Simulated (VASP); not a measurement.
# BiTe (R-3m) in VASP: a series of runs

BiTe is run at these levels: PBEsol; tasks: single point.

Program: VASP 6.6.1. These are calculated values, not measurements. Logs are shortened: lines on timing, memory, paths and dates and some standing lists are left out, and cuts for length are marked.

### 1 The cell of the first run

It takes space group R-3m (No. 166, trigonal). Conventional cell: a = 4.845 Å, b = 4.845 Å, c = 9.952 Å, α = 90.00°, β = 90.00°, γ = 120.00°. Within 4.3 Å of Bi (site symmetry -3m) lie 6 Te at 3.25 Å. Within 4.3 Å of Te (site symmetry -3m) lie 6 Bi at 3.25 Å.

### 2 Single point, PBEsol

INCAR

```
SYSTEM = BiTe
PREC = Accurate
ENCUT = 520
EDIFF = 1E-7
ISMEAR = -1
SIGMA = 0.05
LREAL = .False.
LASPH = .True.
NELM = 100
ALGO = Normal
ISIF = 2
LWAVE = .False.
LCHARG = .False.
GGA = PS
NBANDS = 18
```

KPOINTS

```
Automatic mesh
0
Gamma
  7 7 7
  0 0 0
```

POSCAR

```
BiTe
1.0
    2.4227077728      1.3987509848      3.3172919545
   -2.4227077728      1.3987509848      3.3172919545
    0.0000000000     -2.7975019696      3.3172919545
Bi Te
1 1
Direct
    0.5000000000      0.5000000000      0.5000000000
    0.0000000000      0.0000000000      0.0000000000
```

Potentials or basis: VASP PAW PBE potentials, release 64 (Bi_d, Te).

The run is started by

```bash
cat potpaw_PBE.64/Bi_d/POTCAR potpaw_PBE.64/Te/POTCAR > POTCAR
mpirun -np 1 vasp_std > vasp.out
```

OUTCAR:

```text
SYSTEM = BiTe
   PREC = Accurate
   ENCUT = 520
   EDIFF = 1E-7
   ISMEAR = -1
   LREAL = .False.
   LASPH = .True.
   NELM = 100
   ISIF = 2
   GGA = PS

 ion  position               nearest neighbor table
   1  0.500  0.500  0.500-   2 3.25   2 3.25   2 3.25   2 3.25   2 3.25   2 3.25
   2  0.000  0.000  0.000-   1 3.25   1 3.25   1 3.25   1 3.25   1 3.25   1 3.25

  LATTYP: Found a trigonal (rhomboedric) cell.
 ALAT       =     4.3394058558
 COS(alpha) =     0.3765932224

  Lattice vectors:

 A1 = (   2.4227077728,   1.3987509848,   3.3172919545)
 A2 = (  -2.4227077728,   1.3987509848,   3.3172919545)
 A3 = (   0.0000000000,  -2.7975019696,   3.3172919545)

Analysis of symmetry for initial positions (statically):
=====================================================================
 Subroutine PRICEL returns:
 Original cell was already a primitive cell.

 Routine SETGRP: Setting up the symmetry group for a
 trigonal (rhombohedral) supercell.

 Subroutine GETGRP returns: Found 12 space group operations
 (whereof 12 operations were pure point group operations)
 out of a pool of 12 trial point group operations.

The static configuration has the point symmetry D_3d.

Analysis of symmetry for dynamics (positions and initial velocities):
=====================================================================
 Subroutine PRICEL returns:
 Original cell was already a primitive cell.

 Routine SETGRP: Setting up the symmetry group for a
 trigonal (rhombohedral) supercell.

 Subroutine GETGRP returns: Found 12 space group operations
 (whereof 12 operations were pure point group operations)
 out of a pool of 12 trial point group operations.

The dynamic configuration has the point symmetry D_3d.

 Subroutine INISYM returns: Found 12 space group operations
 (whereof 12 operations are pure point group operations),
 and found     1 'primitive' translations

----------------------------------------------------------------------------------------

                                     Primitive cell

  volume of cell :      67.4491

  direct lattice vectors                    reciprocal lattice vectors
     2.422707773  1.398750985  3.317291954     0.206380648  0.119153923  0.100483568
    -2.422707773  1.398750985  3.317291954    -0.206380648  0.119153923  0.100483568
     0.000000000 -2.797501970  3.317291954     0.000000000 -0.238307845  0.100483568

  length of vectors
     4.339405856  4.339405856  4.339405856     0.258626326  0.258626326  0.258626326

  position of ions in fractional coordinates (direct lattice)
     0.500000000  0.500000000  0.500000000
     0.000000000  0.000000000  0.000000000

  ion indices of the primitive-cell ions
   primitive index   ion index
                 1           1
                 2           2

----------------------------------------------------------------------------------------

 KPOINTS: Automatic mesh

Automatic generation of k-mesh.
 Grid dimensions read from file:
 generate k-points for:    7    7    7

 Generating k-lattice:

  Cartesian coordinates                     Fractional coordinates (reciprocal lattice)
     0.029482950  0.017021989  0.014354795     0.142857143  0.000000000  0.000000000
    -0.029482950  0.017021989  0.014354795     0.000000000  0.142857143  0.000000000
     0.000000000 -0.034043978  0.014354795     0.000000000  0.000000000  0.142857143

  Length of vectors
     0.036946618  0.036946618  0.036946618

  Shift w.r.t. Gamma in fractional coordinates (k-lattice)
     0.000000000  0.000000000  0.000000000

 Subroutine IBZKPT returns following result:
 ===========================================

 Found     44 irreducible k-points:

 Following reciprocal coordinates:
            Coordinates               Weight
  0.000000  0.000000  0.000000      1.000000
  0.142857 -0.000000  0.000000      6.000000
  0.285714 -0.000000  0.000000      6.000000
  0.428571 -0.000000  0.000000      6.000000
  0.142857  0.142857  0.000000      6.000000
  0.285714  0.142857  0.000000     12.000000
[... 16 lines left out ...]
  0.285714  0.285714  0.142857      6.000000
  0.428571  0.285714  0.142857     12.000000
 [... further k-points ...]
   k-points           NKPTS =     44   k-points in BZ     NKDIM =     44   number of bands    NBANDS=     18
   number of dos      NEDOS =    301   number of ions     NIONS =      2
   total plane-waves  NPLWV =  32768
   dimension x,y,z NGX =    32 NGY =   32 NGZ =   32
   dimension x,y,z NGXF=    64 NGYF=   64 NGZF=   64
   ions per type =               1   1
   NGX,Y,Z   is equivalent  to a cutoff of  12.26, 12.26, 12.26 a.u.
   NGXF,Y,Z  is equivalent  to a cutoff of  24.52, 24.52, 24.52 a.u.
 SYSTEM =  BiTe
   PREC   = accura    normal or accurate (medium, high low for compatibility)
   ISTART =      0    job   : 0-new  1-cont  2-samecut
   ICHARG =      2    charge: 1-file 2-atom 10-const
   ISPIN  =      1    spin polarized calculation?
   LNONCOLLINEAR =      F non collinear calculations
   LSORBIT =      F    spin-orbit coupling
   LASPH  =      T    aspherical Exc in radial PAW
   ENCUT  =  520.0 eV  38.22 Ry    6.18 a.u.   8.07  8.07  8.07*2*pi/ulx,y,z
   NELM   =    100;   NELMIN=  2; NELMDL= -5     # of ELM steps
   EDIFF  = 0.1E-06   stopping-criterion for ELM
   LREAL  =      F    real-space projection
   EDIFFG = 0.1E-05   stopping-criterion for IOM
   NSW    =      0    number of steps for IOM
   IBRION =     -1    ionic relax: 0-MD 1-quasi-New 2-CG
   NFREE  =      0    steps in history (QN), initial steepest desc. (CG)
   ISIF   =      2    stress and relaxation
   ISYM   =      2    0-nonsym 1-usesym 2-fastsym
   POTIM  = 0.5000    time-step for ionic-motion
   TEBEG  =    0.0;   TEEND  =   0.0 temperature during run
   PSTRESS=    0.0 pullay stress
   NELECT =      21.0000    total number of electrons
   NUPDOWN=      -1.0000    fix difference up-down
   EMIN   =  10.00;   EMAX   =-10.00  energy-range for DOS
   EFERMI =   0.00;   METHOD = LEGACY
   ISMEAR =    -1;   SIGMA  =   0.05  broadening in eV -4-tet -1-fermi 0-gaus
   EFERMI_NEDOS =   21; number of points for ismear=-14 and -15
   IALGO  =     38    algorithm
   IMIX   =      4    mixing-type and parameters
     AMIX     =   0.40;   BMIX     =  1.00
     AMIX_MAG =   1.60;   BMIX_MAG =  1.00
  volume/ion in A,a.u.               =      33.72       227.58
  Fermi-wavevector in a.u.,A,eV,Ry     =   1.109573  2.096789 16.750837  1.231152
  Thomas-Fermi vector in A             =   2.246114
   LORBIT       =      0    0 simple, 1 ext, 2 COOP (PROOUT), +10 PAW based schemes
   GGA     = PS    functional components
   LHFCALC =     F    Hartree Fock is set to
   AEXX    =    0.0000 exact exchange contribution
   IVDW    =     0    specifies the selected vdW correction
   LEPSILON=     F    determine dielectric tensor
   LRPA    =     F    only Hartree local field effects (RPA)
 non-spin polarized calculation
  energy-cutoff  :      520.00
  volume of cell :       67.45
 maximum number of plane-waves:      1827
   NGX = 17   NGY = 17   NGZ = 17

 number of electron      20.9999996 magnetization

 Free energy of the ion-electron system (eV)
  ---------------------------------------------------
  ext. energy  EPLUGINS =         0.00000000
  ---------------------------------------------------
  free energy    TOTEN  =        -7.97456238 eV

  energy without entropy =       -7.96256488  energy(sigma->0) =       -7.96856363

 E-fermi :   6.5116     XC(G=0):  -9.6320

 val. band max:        6.4836113964   @ k =  -0.4286   0.2857   0.2857
 cond. band min:       6.5598032828   @ k =   0.2857   0.2857   0.2857
 fundamental gap:      0.0761918864
 Fermi energy:         6.5115588215

 k-point     1 :       0.0000    0.0000    0.0000
  band No.  band energies     occupation
      1     -16.6350      2.00000
      2     -16.6350      2.00000
      3     -16.6195      2.00000
      4     -16.6195      2.00000
      5     -16.6027      2.00000
      6      -6.9805      2.00000
[... 10 lines left out ...]
     17      13.1413      0.00000
     18      13.4009      0.00000

 k-point     2 :       0.1429   -0.0000    0.0000
  band No.  band energies     occupation
      1     -16.6349      2.00000
      2     -16.6346      2.00000
      3     -16.6205      2.00000
      4     -16.6180      2.00000
      5     -16.6023      2.00000
      6      -6.8067      2.00000
[... 10 lines left out ...]
     17      13.6774      0.00000
     18      14.1747      0.00000

 k-point     3 :       0.2857   -0.0000    0.0000
  band No.  band energies     occupation
      1     -16.6351      2.00000
      2     -16.6340      2.00000
      3     -16.6224      2.00000
      4     -16.6151      2.00000
      5     -16.6008      2.00000
      6      -6.2943      2.00000
[... 10 lines left out ...]
     17      15.1461      0.00000
     18      16.0365      0.00000

 k-point     4 :       0.4286   -0.0000    0.0000
  band No.  band energies     occupation
      1     -16.6355      2.00000
      2     -16.6339      2.00000
      3     -16.6236      2.00000
      4     -16.6133      2.00000
      5     -16.5988      2.00000
      6      -5.4777      2.00000
[... 10 lines left out ...]
     17      14.9139      0.00000
     18      16.2406      0.00000

 k-point     5 :       0.1429    0.1429    0.0000
  band No.  band energies     occupation
      1     -16.6359      2.00000
      2     -16.6340      2.00000
      3     -16.6203      2.00000
      4     -16.6168      2.00000
      5     -16.6024      2.00000
      6      -6.7367      2.00000
[... 10 lines left out ...]
     17      13.1809      0.00000
     18      13.6500      0.00000

 k-point     6 :       0.2857    0.1429    0.0000
  band No.  band energies     occupation
      1     -16.6367      2.00000
      2     -16.6335      2.00000
      3     -16.6216      2.00000
      4     -16.6136      2.00000
      5     -16.6013      2.00000
      6      -6.3342      2.00000
[... 10 lines left out ...]
     17      14.1073      0.00000
     18      14.9375      0.00000

 k-point     7 :       0.4286    0.1429    0.0000
  band No.  band energies     occupation
      1     -16.6367      2.00000
      2     -16.6339      2.00000
      3     -16.6226      2.00000
      4     -16.6121      2.00000
      5     -16.5993      2.00000
      6      -5.6340      2.00000
[... 10 lines left out ...]
     17      16.2113      0.00000
     18      16.3141      0.00000

 k-point     8 :      -0.4286    0.1429   -0.0000
  band No.  band energies     occupation
      1     -16.6356      2.00000
      2     -16.6345      2.00000
      3     -16.6226      2.00000
      4     -16.6125      2.00000
      5     -16.5990      2.00000
      6      -5.0806      2.00000
[... 10 lines left out ...]
     17      15.3707      0.00000
     18      16.2058      0.00000
[... 229 lines left out ...]
     17      15.8547      0.00000
     18      17.0099      0.00000

 k-point    20 :      -0.4286    0.1429    0.1429
  band No.  band energies     occupation
      1     -16.6368      2.00000
      2     -16.6343      2.00000
      3     -16.6202      2.00000
      4     -16.6123      2.00000
      5     -16.5998      2.00000
      6      -4.9959      2.00000
[... 10 lines left out ...]
     17      15.5293      0.00000
     18      15.9291      0.00000

 k-point    21 :      -0.2857    0.1429    0.1429
  band No.  band energies     occupation
      1     -16.6369      2.00000
      2     -16.6327      2.00000
      3     -16.6194      2.00000
      4     -16.6154      2.00000
      5     -16.6007      2.00000
      6      -5.6947      2.00000
[... 10 lines left out ...]
     17      14.9234      0.00000
     18      14.9238      0.00000

 k-point    22 :      -0.1429    0.1429    0.1429
  band No.  band energies     occupation
      1     -16.6364      2.00000
      2     -16.6326      2.00000
      3     -16.6193      2.00000
      4     -16.6178      2.00000
      5     -16.6016      2.00000
      6      -6.3739      2.00000
[... 10 lines left out ...]
     17      14.0912      0.00000
     18      14.4985      0.00000

 k-point    23 :       0.2857    0.2857    0.1429
  band No.  band energies     occupation
      1     -16.6384      2.00000
      2     -16.6352      2.00000
      3     -16.6176      2.00000
      4     -16.6103      2.00000
      5     -16.6028      2.00000
      6      -6.2520      2.00000
[... 10 lines left out ...]
     17      15.1783      0.00000
     18      15.4530      0.00000

 k-point    24 :       0.4286    0.2857    0.1429
  band No.  band energies     occupation
      1     -16.6396      2.00000
      2     -16.6349      2.00000
      3     -16.6182      2.00000
      4     -16.6081      2.00000
      5     -16.6013      2.00000
      6      -5.7628      2.00000
[... 10 lines left out ...]
     17      15.5540      0.00000
     18      16.7379      0.00000

 [... further k-points ...]
[... 5 lines left out ...]
  --------------------------------------------------------------------------------------
  -------------------------------------------------------------------------------------
  Total       -1.0079988     -1.0079988     -0.9456034      0.0000000     -0.0000000      0.0000000
  in kB      -23.9438615    -23.9438615    -22.4617303      0.0000000     -0.0000000      0.0000000
  external PRESSURE =     -23.4498178 kB  Pullay stress =       0.0000000 kB

 VOLUME and BASIS-vectors are now :
 -----------------------------------------------------------------------------
  energy-cutoff  :      520.00
  volume of cell :       67.45
      direct lattice vectors                 reciprocal lattice vectors
     2.422707773  1.398750985  3.317291954     0.206380648  0.119153923  0.100483568
    -2.422707773  1.398750985  3.317291954    -0.206380648  0.119153923  0.100483568
     0.000000000 -2.797501970  3.317291954     0.000000000 -0.238307845  0.100483568

 POSITION                                       TOTAL-FORCE (eV/Angst)
 -----------------------------------------------------------------------------------
      0.00000      0.00000      4.97594         0.000000      0.000000      0.000000
      0.00000      0.00000      0.00000        -0.000000     -0.000000     -0.000000
 -----------------------------------------------------------------------------------
    total drift:                               -0.000000      0.000000     -0.000000

  FREE ENERGIE OF THE ION-ELECTRON SYSTEM (eV)
  ---------------------------------------------------
  free  energy   TOTEN  =        -7.9745623770 eV

  energy  without entropy=       -7.9625648811  energy(sigma->0) =       -7.96856363
```

It took 29 s on 1 thread of Intel Xeon Platinum 8488C (Sapphire Rapids), shared host; peak memory 0.2 GiB.

Results:

```yaml
Free_energy: -7.9746 eV
Pressure: -2.3 GPa
```

Stress tensor (GPa, compression positive):
```
-2.39  0.00  0.00
 0.00 -2.39  0.00
 0.00  0.00 -2.25
```

Caveat: the PAW data sets were made with another functional, which shifts forces and pressure a little; spin-orbit coupling is left out, which moves the levels of the heavy elements.

[end of part 1 of 3]
